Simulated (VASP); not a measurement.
Here is a VASP 6.6.1 calculation.

File INCAR:

```
SYSTEM = RbBr
PREC     = Accurate       ! precision mode
ENCUT    = 500            ! plane-wave cutoff, eV
EDIFF    = 1E-6           ! SCF threshold, eV
ISMEAR   = 0              ! smearing method
SIGMA    = 0.15           ! smearing width, eV
LREAL    = .FALSE.        ! projectors in reciprocal space
LASPH    = .TRUE.         ! aspherical terms in the spheres
NELM     = 120            ! most SCF steps
ALGO     = Normal         ! electronic algorithm
ISIF     = 2              ! what is computed and relaxed
LWAVE    = .FALSE.        ! write WAVECAR
LCHARG   = .FALSE.        ! write CHGCAR
GGA      = PE             ! functional
NBANDS   = 24             ! bands
GGA_COMPAT= .FALSE.
```

File KPOINTS:

```
regular mesh
0
G
  2 2 3
  0 0 0
```

Contents of POSCAR:

```
RbBr
1.0
    5.8623446972      0.0000000000      0.0000000000
    0.0000000000      5.8623446972      0.0000000000
    0.0000000000      0.0000000000      4.1544840977
Rb Br
2 2
Direct
    0.0000000000      0.0000000000      0.5000000000
    0.5000000000      0.5000000000      0.5000000000
    0.5000000000      0.0000000000      0.9854685126
    0.0000000000      0.5000000000      0.0145314874
```

Potentials or basis: VASP PAW PBE potentials, release 64 (Rb_sv, Br).

Command:

```sh
$ cat potpaw_PBE.64/Rb_sv/POTCAR potpaw_PBE.64/Br/POTCAR > POTCAR
$ mpirun -np 1 vasp_std > vasp.out
```

Q: Estimate the largest force.

A: 0.029 eV/Å.

Q: Predict the pressure.

A: 0.6 GPa.

Forces on the atoms (eV/Å):
```
Rb   0.000  0.000  0.000
Rb   0.000  0.000  0.000
Br   0.000  0.000  0.029
Br   0.000  0.000 -0.029
```

Caveat: the k points lie up to 0.54 Å⁻¹ apart.
